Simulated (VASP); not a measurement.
# Si4S in VASP: single point with PBE

Aim: the single point of Si4S with PBE.

Everything below comes from runs of VASP 6.6.1. Logs are shortened: lines on timing, memory, paths and dates and some standing lists are left out, and cuts for length are marked.

**1. The cell of the first run**

The cell holds a slab with vacuum, 5 atoms: a = 3.868 Å, b = 3.868 Å, c = 19.612 Å, α = 90.00°, β = 90.00°, γ = 90.00°.

**2. Single point, PBE, collinear spin**

Contents of INCAR:

```
SYSTEM = Si4S
PREC     = Accurate       ! precision mode
ENCUT    = 520            ! plane-wave cutoff, eV
EDIFF    = 1E-7           ! SCF threshold, eV
ISMEAR   = 0              ! smearing method
SIGMA    = 0.05           ! smearing width, eV
LREAL    = .False.        ! projectors in reciprocal space
LASPH    = .True.         ! aspherical terms in the spheres
NELM     = 150            ! most SCF steps
ALGO     = Normal         ! electronic algorithm
ISIF     = 2              ! what is computed and relaxed
LWAVE    = .False.        ! write WAVECAR
LCHARG   = .False.        ! write CHGCAR
ISPIN    = 2              ! spin polarisation
MAGMOM   = 0 0 0 0 2      ! initial moments
LORBIT   = 11             ! projections on sites
LDIPOL   = .True.       
IDIPOL   = 3            
DIPOL    = 0.5 0.5 0.350
GGA      = PE             ! functional
NBANDS   = 23             ! bands
```

Contents of KPOINTS:

```
regular mesh
0
Gamma
  7 7 1
  0 0 0
```

Contents of POSCAR:

```
Si4S
1.0
    3.8675355712      0.0000000000      0.0000000000
    0.0000000000      3.8675355712      0.0000000000
    0.0000000000      0.0000000000     19.6115149722
Si S
4 1
Direct
    0.0000000000      0.5000000000      0.2039618054
    0.0000000000      0.0000000000      0.2736851448
    0.5000000000      0.0000000000      0.3452315372
    0.5000000000      0.5000000000      0.4136098095
    0.5000000000      0.5000000000      0.5143232916
```

Potentials or basis: VASP PAW PBE potentials, release 64 (Si, S).

Command:

```console
$ cat potpaw_PBE.64/Si/POTCAR potpaw_PBE.64/S/POTCAR > POTCAR
$ mpirun -np 1 vasp_std > vasp.out
```

OUTCAR:

```text
SYSTEM = Si4S
   PREC = Accurate
   ENCUT = 520
   EDIFF = 1E-7
   ISMEAR = 0
   LREAL = .False.
   LASPH = .True.
   NELM = 150
   ISIF = 2
   ISPIN = 2
   LORBIT = 11
   GGA = PE

 ion  position               nearest neighbor table
   1  0.000  0.500  0.204-   2 2.37   2 2.37
   2  0.000  0.000  0.274-   1 2.37   1 2.37   3 2.39   3 2.39
   3  0.500  0.000  0.345-   4 2.35   4 2.35   2 2.39   2 2.39
   4  0.500  0.500  0.414-   5 1.98   3 2.35   3 2.35
   5  0.500  0.500  0.514-   4 1.98

  LATTYP: Found a simple tetragonal cell.
 ALAT       =     3.8675355712
 C/A-ratio  =     5.0708040330

  Lattice vectors:

 A1 = (   3.8675355712,   0.0000000000,   0.0000000000)
 A2 = (   0.0000000000,   3.8675355712,   0.0000000000)
 A3 = (   0.0000000000,   0.0000000000,  19.6115149722)

Analysis of symmetry for initial positions (statically):
=====================================================================
 Subroutine PRICEL returns:
 Original cell was already a primitive cell.

 Routine SETGRP: Setting up the symmetry group for a
 simple tetragonal supercell.

 Subroutine GETGRP returns: Found  4 space group operations
 (whereof  4 operations were pure point group operations)
 out of a pool of 16 trial point group operations.

The static configuration has the point symmetry C_2v.

Analysis of symmetry for dynamics (positions and initial velocities):
=====================================================================
 Subroutine PRICEL returns:
 Original cell was already a primitive cell.

 Routine SETGRP: Setting up the symmetry group for a
 simple tetragonal supercell.

 Subroutine GETGRP returns: Found  4 space group operations
 (whereof  4 operations were pure point group operations)
 out of a pool of 16 trial point group operations.

The dynamic configuration has the point symmetry C_2v.

Analysis of structural, dynamic, and magnetic symmetry:
=====================================================================
 Subroutine PRICEL returns:
 Original cell was already a primitive cell.

 Routine SETGRP: Setting up the symmetry group for a
 simple tetragonal supercell.

 Subroutine GETGRP returns: Found  4 space group operations
 (whereof  4 operations were pure point group operations)
 out of a pool of 16 trial point group operations.

The overall configuration has the point symmetry C_2v.

 Subroutine INISYM returns: Found  4 space group operations
 (whereof  4 operations are pure point group operations),
 and found     1 'primitive' translations

----------------------------------------------------------------------------------------

                                     Primitive cell

  volume of cell :     293.3457

  direct lattice vectors                    reciprocal lattice vectors
     3.867535571  0.000000000  0.000000000     0.258562586  0.000000000  0.000000000
     0.000000000  3.867535571  0.000000000     0.000000000  0.258562586  0.000000000
     0.000000000  0.000000000 19.611514972     0.000000000  0.000000000  0.050990451

  length of vectors
     3.867535571  3.867535571 19.611514972     0.258562586  0.258562586  0.050990451

  position of ions in fractional coordinates (direct lattice)
     0.000000000  0.500000000  0.203961805
     0.000000000  0.000000000  0.273685145
     0.500000000  0.000000000  0.345231537
     0.500000000  0.500000000  0.413609810
     0.500000000  0.500000000  0.514323292

  ion indices of the primitive-cell ions
   primitive index   ion index
                 1           1
                 2           2
                 3           3
                 4           4
                 5           5

----------------------------------------------------------------------------------------

 KPOINTS: regular mesh

Automatic generation of k-mesh.
 Grid dimensions read from file:
 generate k-points for:    7    7    1

 Generating k-lattice:

  Cartesian coordinates                     Fractional coordinates (reciprocal lattice)
     0.036937512  0.000000000  0.000000000     0.142857143  0.000000000  0.000000000
     0.000000000  0.036937512  0.000000000     0.000000000  0.142857143  0.000000000
     0.000000000  0.000000000  0.050990451     0.000000000  0.000000000  1.000000000

  Length of vectors
     0.036937512  0.036937512  0.050990451
[... 30 lines left out ...]
   dimension x,y,z NGX =    30 NGY =   30 NGZ =  150
   dimension x,y,z NGXF=    60 NGYF=   60 NGZF=  300
   ions per type =               4   1
   NGX,Y,Z   is equivalent  to a cutoff of  12.90, 12.90, 12.72 a.u.
   NGXF,Y,Z  is equivalent  to a cutoff of  25.79, 25.79, 25.43 a.u.
 SYSTEM =  Si4S
   PREC   = accura    normal or accurate (medium, high low for compatibility)
   ISTART =      0    job   : 0-new  1-cont  2-samecut
   ICHARG =      2    charge: 1-file 2-atom 10-const
   ISPIN  =      2    spin polarized calculation?
   LNONCOLLINEAR =      F non collinear calculations
   LSORBIT =      F    spin-orbit coupling
   LASPH  =      T    aspherical Exc in radial PAW
   ENCUT  =  520.0 eV  38.22 Ry    6.18 a.u.   7.19  7.19 36.46*2*pi/ulx,y,z
   NELM   =    150;   NELMIN=  2; NELMDL= -5     # of ELM steps
   EDIFF  = 0.1E-06   stopping-criterion for ELM
   LREAL  =      F    real-space projection
   EDIFFG = 0.1E-05   stopping-criterion for IOM
   NSW    =      0    number of steps for IOM
   IBRION =     -1    ionic relax: 0-MD 1-quasi-New 2-CG
   NFREE  =      0    steps in history (QN), initial steepest desc. (CG)
   ISIF   =      2    stress and relaxation
   ISYM   =      2    0-nonsym 1-usesym 2-fastsym
   POTIM  = 0.5000    time-step for ionic-motion
   TEBEG  =    0.0;   TEEND  =   0.0 temperature during run
   PSTRESS=    0.0 pullay stress
   NELECT =      22.0000    total number of electrons
   NUPDOWN=      -1.0000    fix difference up-down
   EMIN   =  10.00;   EMAX   =-10.00  energy-range for DOS
   EFERMI =   0.00;   METHOD = LEGACY
   ISMEAR =     0;   SIGMA  =   0.05  broadening in eV -4-tet -1-fermi 0-gaus
   EFERMI_NEDOS =   21; number of points for ismear=-14 and -15
   IALGO  =     38    algorithm
   IMIX   =      4    mixing-type and parameters
     AMIX     =   0.40;   BMIX     =  1.00
     AMIX_MAG =   1.60;   BMIX_MAG =  1.00
  volume/ion in A,a.u.               =      58.67       395.92
  Fermi-wavevector in a.u.,A,eV,Ry     =   0.690381  1.304632  6.484898  0.476627
  Thomas-Fermi vector in A             =   1.771734
   LORBIT       =     11    0 simple, 1 ext, 2 COOP (PROOUT), +10 PAW based schemes
   GGA     = PE    functional components
   LHFCALC =     F    Hartree Fock is set to
   AEXX    =    0.0000 exact exchange contribution
   IVDW    =     0    specifies the selected vdW correction
   LEPSILON=     F    determine dielectric tensor
   LRPA    =     F    only Hartree local field effects (RPA)
 spin polarized calculation
 Gauss-broadening in eV      SIGMA  =   0.05
  energy-cutoff  :      520.00
  volume of cell :      293.35
 maximum number of plane-waves:      7922
 NGX is ok and might be reduce to    30
   NGX = 15   NGY = 15   NGZ = 73

 dipolmoment           0.000000      0.000000     -0.196075 electrons x Angstroem

 number of electron      21.9999997 magnetization       0.2821838

 dipolmoment           0.000000      0.000000      0.050502 electrons x Angstroem

 Free energy of the ion-electron system (eV)
  ---------------------------------------------------
  ext. energy  EPLUGINS =         0.00000000
  ---------------------------------------------------
  free energy    TOTEN  =       -23.28377997 eV

  energy without entropy =      -23.28060556  energy(sigma->0) =      -23.28219276

 E-fermi :  -1.9196     XC(G=0):  -4.2110

 val. band max:       -1.9203698047   @ k =   0.0000   0.1429   0.0000
 cond. band min:      -1.8453115994   @ k =   0.4286   0.2857   0.0000
 fundamental gap:      0.0750582054
 Fermi energy:        -1.9195738300

 spin component 1

 k-point     1 :       0.0000    0.0000    0.0000
  band No.  band energies     occupation
      1     -14.6358      1.00000
      2     -12.7427      1.00000
      3     -10.5269      1.00000
      4      -7.4783      1.00000
      5      -5.1454      1.00000
      6      -4.2910      1.00000
[... 405 lines left out ...]
     22       6.3555      0.00000
     23       6.8019      0.00000
 Fermi energy:        -1.9195738300

 spin component 2

 k-point     1 :       0.0000    0.0000    0.0000
  band No.  band energies     occupation
      1     -14.5409      1.00000
      2     -12.6997      1.00000
      3     -10.4725      1.00000
      4      -7.4385      1.00000
      5      -5.0933      1.00000
      6      -4.2132      1.00000
[... 405 lines left out ...]
     22       6.3869      0.00000
     23       6.8317      0.00000

------------------------ aborting loop because EDIFF is reached ----------------------------------------

 vacuum level on the upper side and lower side of the slab       (xc-potential included)         0.254        -0.319

  FORCE on cell =-STRESS in cart. coord.  units (eV):
  Direction    XX          YY          ZZ          XY          YZ          ZX
  --------------------------------------------------------------------------------------
  -------------------------------------------------------------------------------------
  Total       -1.8221688     -0.3905264     -0.1450204      0.0000000      0.0000000      0.0000000
  in kB       -9.9522074     -2.1329524     -0.7920632      0.0000000      0.0000000      0.0000000
  external PRESSURE =      -4.2924077 kB  Pullay stress =       0.0000000 kB

 VOLUME and BASIS-vectors are now :
 -----------------------------------------------------------------------------
  energy-cutoff  :      520.00
  volume of cell :      293.35
      direct lattice vectors                 reciprocal lattice vectors
     3.867535571  0.000000000  0.000000000     0.258562586  0.000000000  0.000000000
     0.000000000  3.867535571  0.000000000     0.000000000  0.258562586  0.000000000
     0.000000000  0.000000000 19.611514972     0.000000000  0.000000000  0.050990451

 POSITION                                       TOTAL-FORCE (eV/Angst)
 -----------------------------------------------------------------------------------
      0.00000      1.93377      4.00000         0.000000      0.000000     -0.086891
      0.00000      0.00000      5.36738         0.000000      0.000000      0.263248
      1.93377      0.00000      6.77051         0.000000      0.000000     -0.254142
      1.93377      1.93377      8.11151         0.000000      0.000000      0.131489
      1.93377      1.93377     10.08666         0.000000      0.000000     -0.053704
 -----------------------------------------------------------------------------------
    total drift:                                0.000000     -0.000000     -0.000094

  FREE ENERGIE OF THE ION-ELECTRON SYSTEM (eV)
  ---------------------------------------------------
  free  energy   TOTEN  =       -23.2837799692 eV

  energy  without entropy=      -23.2806055581  energy(sigma->0) =      -23.28219276

 vacuum level on the upper side and lower side of the slab         4.054         3.423

 total charge

# of ion       s       p       d       tot
------------------------------------------
    1        0.866   0.711   0.000   1.576
    2        0.766   0.898   0.000   1.664
    3        0.770   0.897   0.000   1.668
    4        0.777   0.882   0.000   1.659
    5        1.372   2.314   0.000   3.686
--------------------------------------------------
tot          4.552   5.702   0.000  10.253

 magnetization (x)

# of ion       s       p       d       tot
------------------------------------------
    1        0.001   0.023   0.000   0.024
    2       -0.000   0.004   0.000   0.004
    3        0.000   0.026   0.000   0.026
    4       -0.002  -0.001   0.000  -0.002
    5        0.003   0.089   0.000   0.091
--------------------------------------------------
tot          0.002   0.140   0.000   0.142
```

It took 17 min on 1 thread of Intel Xeon 8259CL, shared host; peak memory 0.54 GiB.

What came out:

| Item | Value |
| --- | --- |
| Free energy | -23.2838 eV |
| Largest force | 0.263 eV/Å |
| Net moment | 0.28 μB per cell |
| Site moments | Si +0.02, +0.00, +0.03, -0.00; S +0.09 μB |
| Valence electrons inside the program's atomic spheres | Si 1.58, 1.66, 1.67 (each value once); S 3.69 |

Forces on the atoms (eV/Å):
```
Si   0.000  0.000 -0.087
Si   0.000  0.000  0.263
Si   0.000  0.000 -0.254
Si   0.000  0.000  0.131
S    0.000  0.000 -0.054
```

Levels at points of the mesh, in eV from the Fermi level:
Spin up:
```tsv
k point	band 7	band 8	band 9	band 10	band 11	band 12	band 13	band 14	band 15	band 16
(0.00, 0.00, 0.00)	-1.99	-1.19	-0.95	-0.47	-0.07	1.35	1.47	1.73	2.54	3.47
```
Spin down:
| k point | band 7 | band 8 | band 9 | band 10 | band 11 | band 12 | band 13 | band 14 | band 15 | band 16 |
| --- | --- | --- | --- | --- | --- | --- | --- | --- | --- | --- |
| (0.00, 0.00, 0.00) | -1.97 | -1.09 | -0.91 | -0.40 | 0.11 | 1.37 | 1.51 | 1.75 | 2.57 | 3.49 |

Caveat: a moment this small can come from the mesh or the smearing.
